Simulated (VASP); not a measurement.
The system is ScAl3.

```
Al Sc
1.0
     4.10000    0.00000    0.00000
     0.00000    4.10000    0.00000
     0.00000    0.00000    4.10000
Al Sc
3 1
Cartesian
  0.0000 2.0500 2.0500
  2.0500 0.0000 2.0500
  2.0500 2.0500 0.0000
  0.0000 0.0000 0.0000
```

| Property | Result |
| --- | --- |
| Program | VASP 6.6.1 |
| Task | relaxation of cell and atoms |
| Functional | LDA |
| Potentials or basis | VASP PAW LDA potentials, release 64 (Al, Sc_sv) |
| Cutoff | 600 eV |
| k mesh | 16 × 16 × 16 |
| Occupations | gaussian, width 0.1 eV |
| Spin | no spin polarisation |

At the start: pressure -4.3 GPa; volume 17.23 Å³/atom.

**Question.** How do energy, volume and symmetry change on relaxing?

**Answer.** Over 3 steps the energy falls by 11.3 meV/atom and the volume is 16.42 Å³/atom (-4.7 %); space group Pm-3m (No. 221, to 0.1 Å) before and after.

Step by step:
```tsv
step	energy change (eV)	largest force (eV/Å)	pressure (GPa)	volume (Å³)
1	0.0000	0.0000	-4.27	68.92
2	-0.0379	0.0000	1.88	64.44
3	-0.0450	0.0000	-0.02	65.67
```

Final structure:
```yaml
crystal:
  lattice:
    - [4.03439, 0.00000, 0.00000]
    - [0.00000, 4.03439, 0.00000]
    - [0.00000, 0.00000, 4.03439]
  atoms:
    - { symbol: Al, position: [0.00000, 0.50000, 0.50000] }
    - { symbol: Al, position: [0.50000, 0.00000, 0.50000] }
    - { symbol: Al, position: [0.50000, 0.50000, 0.00000] }
    - { symbol: Sc, position: [0.00000, 0.00000, 0.00000] }
```
